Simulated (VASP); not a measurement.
Runs of VASP 6.6.1 on PbS. The structure is that of space group Fm-3m (No. 225), or close to it. The cells are those of the table. 

| cell | gap on the mesh (eV) | pressure (GPa) |
| --- | --- | --- |
| a = 4.090, b = 4.090, c = 3.983 Å, angles 60.9, 60.9, 58.3°, 2 atoms | (a) | 9.9 |
| a = 4.088 Å, angles 60.0°, 2 atoms | 0.29 | 7.0 |
| a = 3.983 Å, angles 60.0°, 2 atoms | (b) | 14.5 |
| a = 4.403 Å, angles 60.0°, 2 atoms | 1.06 | (c) |
| a = 4.141, b = 4.141, c = 4.088 Å, angles 60.4, 60.4, 59.2°, 2 atoms | 0.38 | 5.1 |

Alike in all rows: task single point; level r2SCAN; potentials or basis VASP PAW PBE potentials, release 64 (Pb_d, S); no spin polarisation; k mesh 8 × 8 × 8; cutoff (eV) 550; smearing gaussian 0.05 eV.

Task: Fill in the values left out.

Result: (a) 0.06; (b) 0.13; (c) -5.5.

Caveats: the PAW data sets were made with another functional, which shifts forces and pressure a little; spin-orbit coupling is left out, which moves the levels of the heavy elements; the cell stands under pressure (at least some runs); the cell stands under tension (at least some runs).

A k mesh can miss the band edges, and the runs leave out spin-orbit coupling on Pb.
